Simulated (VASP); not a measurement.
## La: single point with r2SCAN

The system is La.

```
La
1.0
     3.78717    0.00000    0.00000
    -1.89358    3.27978    0.00000
     0.00000    0.00000   12.06209
La
4
Direct
  0.00000 0.00000 0.00000
  0.00000 0.00000 0.50000
  0.33333 0.66667 0.75000
  0.66667 0.33333 0.25000
```

| Item | Value |
| --- | --- |
| Program | VASP 6.6.1 |
| Task | single point |
| Functional | r2SCAN |
| Potentials or basis | VASP PAW PBE potentials, release 64 (La) |
| Cutoff | 520 eV |
| k mesh | 10 × 10 × 3 |
| Occupations | methfessel-paxton, width 0.2 eV |
| Spin | no spin polarisation |

The pressure is 0.0 GPa and the band gap on the k mesh is zero (bands 22 and 23 overlap by 1.29 eV).

Stress tensor (GPa, compression positive):
```
 0.08  0.00  0.00
 0.00  0.08  0.00
 0.00  0.00 -0.06
```

Levels at points of the mesh, in eV from the Fermi level:
| k point | band 20 | band 21 | band 22 | band 23 | band 24 | band 25 |
| --- | --- | --- | --- | --- | --- | --- |
| (0.00, 0.00, 0.00) | -1.82 | 0.53 | 0.70 | 1.35 | 1.35 | 1.43 |
| (0.50, 0.00, 0.00) | -1.07 | -0.66 | -0.28 | -0.21 | 0.53 | 1.00 |

Wall time 6.4 min on 1 thread of Intel(R) Xeon(R) 6975P-C (Granite Rapids), on a shared host, peak memory 0.34 GiB.

Caveat: the PAW data sets were made with another functional, which shifts forces and pressure a little; spin-orbit coupling is left out, which moves the levels of the heavy elements.
